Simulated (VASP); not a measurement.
## Ti: single point with BLYP

The system is Ti.

```
Ti
1.0
     4.55288    0.00000    0.00000
    -2.27644    3.94291    0.00000
     0.00000    0.00000    2.81782
Ti
3
Direct
  0.00000 0.00000 0.00000
  0.33333 0.66667 0.50000
  0.66667 0.33333 0.50000
```

This cell differs from its parent crystal: volume scaled by 0.96.

```
Program                : VASP 6.6.1
Task                   : single point
Functional             : BLYP
Potentials or basis    : VASP PAW PBE potentials, release 64 (Ti_sv)
Cutoff                 : 520 eV
k mesh                 : 9 × 9 × 12
Occupations            : fermi-dirac, width 0.1 eV
Spin                   : no spin polarisation
Dipole correction      : no
Further INCAR settings : ALGO = Normal; EDIFF = 1e-06; NBANDS = 25
```

* Pressure: 4.6 GPa
* Band gap on the k mesh: zero (band 18 reaches 9.18 eV, above the bottom of band 19 at 8.90 eV)

Stress tensor (GPa, compression positive):
```
4.52 0.00 0.00
0.00 4.52 0.00
0.00 0.00 4.78
```

Levels at points of the mesh, in eV from the Fermi level:
```csv
k point,band 16,band 17,band 18,band 19,band 20,band 21
"(0.00, 0.00, 0.00)",-0.63,-0.55,-0.55,-0.02,0.66,1.27
"(0.00, 0.00, 0.50)",-1.64,-1.64,-1.54,1.08,1.08,1.25
```

It took 54 s on 1 thread of Intel(R) Xeon(R) 6975P-C (Granite Rapids), with other jobs on the host, peak memory 0.22 GiB.

Caveat: the PAW data sets were made with another functional, which shifts forces and pressure a little.
